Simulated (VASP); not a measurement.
A run of VASP 6.6.1 is set up as follows.

The input INCAR:

```
SYSTEM = Sn2P
PREC = Accurate
ENCUT = 520
EDIFF = 1E-6
ISMEAR = 0
SIGMA = 0.1
LREAL = .False.
LASPH = .True.
NELM = 100
ALGO = Normal
ISIF = 2
LWAVE = .False.
LCHARG = .False.
GGA = PE
NBANDS = 24
```

Contents of KPOINTS:

```
Automatic mesh
0
Gamma
  6 6 4
  0 0 0
```

File POSCAR:

```
Sn2P
1.0
    3.3809746824     -1.9267470388     -0.0231097694
    3.3809746824      1.9267470388     -0.0231097694
   -2.2721775022      0.0000000000      5.7313213543
Sn P
2 1
Direct
    0.7655820146      0.7655820146      0.2895518404
    0.2344179854      0.2344179854      0.7104481596
    0.0000000000      0.0000000000      0.0000000000
```

Potentials or basis: VASP PAW PBE potentials, release 64 (Sn_d, P).

The run is started by

```bash
$ cat potpaw_PBE.64/Sn_d/POTCAR potpaw_PBE.64/P/POTCAR > POTCAR
$ mpirun -np 1 vasp_std > vasp.out
```

Task: Estimate the largest force.

Result: 0.004 eV/Å.

Task: Predict the band gap on the k mesh.

Result: Zero (an odd number of electrons rules out a gap without spin polarisation).

Task: Estimate the pressure.

Result: 0.0 GPa.

Stress tensor (GPa, compression positive):
```
-0.01  0.00  0.09
 0.00 -0.06  0.00
 0.09  0.00 -0.04
```

Caveat: spin-orbit coupling is left out, which moves the levels of the heavy elements.
